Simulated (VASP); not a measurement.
Write the native input for VASP 6.6.1 that does the following.

```
Task                   : single point
Functional             : r2SCAN
Potentials or basis    : VASP PAW PBE potentials, release 64 (Rh_sv_GW)
Cutoff                 : 580 eV
k mesh                 : 18 × 18 × 18
Occupations            : gaussian, width 0.05 eV
Spin                   : no spin polarisation
Dipole correction      : no
Second run             : valence_matched
Further INCAR settings : ALGO = Normal; EDIFF = 1e-06; NBANDS = 14
```

The system is Rh.

```
CELL_PARAMETERS angstrom
0.00000 1.88638 1.88638
1.88638 0.00000 1.88638
1.88638 1.88638 0.00000
ATOMIC_POSITIONS crystal
Rh 0.00000 0.00000 0.00000
```

These files were run (other wordings do the same):

POSCAR

```
Rh
1.0
    0.0000000000      1.8863805335      1.8863805335
    1.8863805335      0.0000000000      1.8863805335
    1.8863805335      1.8863805335      0.0000000000
Rh
1
Direct
    0.0000000000      0.0000000000      0.0000000000
```

INCAR.step1

```
SYSTEM = Rh
ALGO = Normal
EDIFF = 1E-5
ENCUT = 580
GGA = PE
GGA_COMPAT = .False.
ISMEAR = 0
LASPH = .True.
LCHARG = .False.
LREAL = .False.
LWAVE = .True.
NBANDS = 14
NELM = 120
PREC = Accurate
SIGMA = 0.05
```

INCAR.step2

```
SYSTEM = Rh
ALGO = Normal
EDIFF = 1E-6
ENCUT = 580
GGA_COMPAT = .False.
ISIF = 2
ISMEAR = 0
ISTART = 1
LASPH = .True.
LCHARG = .True.
LELF = .True.
LMIXTAU = .True.
LREAL = .False.
LVHAR = .True.
LWAVE = .False.
METAGGA = R2SCAN
NBANDS = 14
NELM = 120
PREC = Accurate
SIGMA = 0.05
```

KPOINTS

```
k-points
0
Gamma
  18 18 18
  0 0 0
```

Potentials or basis: VASP PAW PBE potentials, release 64 (Rh_sv_GW).

Command:

```console
$ cat potpaw_PBE.64/Rh_sv_GW/POTCAR > POTCAR
$ cp INCAR.step1 INCAR
$ mpirun -np 1 vasp_std > vasp.out
$ cp INCAR.step2 INCAR
$ mpirun -np 1 vasp_std > vasp.out
```

It gave:

```yaml
Pressure: 4.7 GPa
```

Caveat: the PAW data sets were made with another functional, which shifts forces and pressure a little.

Run time: 56 s on 1 thread of Intel(R) Xeon(R) 6975P-C (Granite Rapids) (shared host), peak memory 0.19 GiB.
